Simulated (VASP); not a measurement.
BN:

```xyz
4
Lattice="2.5439 0.0000 0.0000 -1.2720 2.2031 0.0000 0.0000 0.0000 4.2078" Properties=species:S:1:pos:R:3 pbc="T T T"
B     1.2720    0.7344    0.0009
B     0.0000    1.4687    2.1048
N     1.2720    0.7344    1.5771
N     0.0000    1.4687    3.6810
```

Base run:

* Program: VASP 6.6.1
* Functional: r2SCAN
* Potentials or basis: VASP PAW PBE potentials, release 64 (B_h, N_h)
* Cutoff: 910 eV
* k mesh: 12 × 12 × 6
* Occupations: gaussian, width 0.01 eV
* Spin: no spin polarisation

Its results: band gap on the k mesh 5.74 eV, indirect (least direct gap 9.00 eV); pressure -0.6 GPa.

Question: The run is repeated on the same cell with these changes: potentials or basis from VASP PAW PBE potentials, release 64 (B_h, N_h) to VASP PAW PBE potentials, release 64 (B, N); cutoff from 910 eV to 520 eV. What comes out?

Answer: Band gap on the k mesh 5.72 eV, indirect (least direct gap 8.98 eV); pressure 1.1 GPa.

Caveats: the PAW data sets were made with another functional, which shifts forces and pressure a little; the cutoff is under 1.25 times the usual one of these potentials, so pressure, stress and relaxed cells hold a basis-set (Pulay) error (some runs).

A k mesh can miss the band edges.
